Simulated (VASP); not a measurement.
**MgO: single point with PBE**

Crystal: MgO.

```xyz
2
Lattice="0.0000 2.1240 2.1240 2.1240 0.0000 2.1240 2.1240 2.1240 0.0000" Properties=species:S:1:pos:R:3 pbc="T T T"
Mg    0.0000    0.0000    0.0000
O     2.1240    2.1240    2.1240
```

| Property | Result |
| --- | --- |
| Program | VASP 6.6.1 |
| Task | single point |
| Functional | PBE |
| Potentials or basis | VASP PAW PBE potentials, release 64 (Mg_sv, O) |
| Cutoff | 840 eV |
| k mesh | 10 × 10 × 10 |
| Occupations | gaussian, width 0.01 eV |
| Spin | no spin polarisation |
| Dipole correction | no |
| Further INCAR settings | ALGO = Normal; EDIFF = 1e-06; NBANDS = 15 |

The pressure is 0.7 GPa. The band gap on the k mesh is 4.50 eV.

Levels at points of the mesh, in eV from the valence-band top:
```csv
k point,band 6,band 7,band 8,band 9,band 10,band 11
"(0.00, 0.00, 0.00)",0.00,0.00,0.00,4.50,15.66,15.66
"(0.50, 0.00, 0.00)",-4.50,-0.63,-0.63,7.75,12.33,16.07
"(0.50, 0.50, 0.00)",-3.95,-1.30,-1.30,9.09,9.73,12.83
```

Wall time 18 s on 1 thread of AMD EPYC 7R13 Processor (Zen 3), with other jobs on the host, peak memory 0.14 GiB.
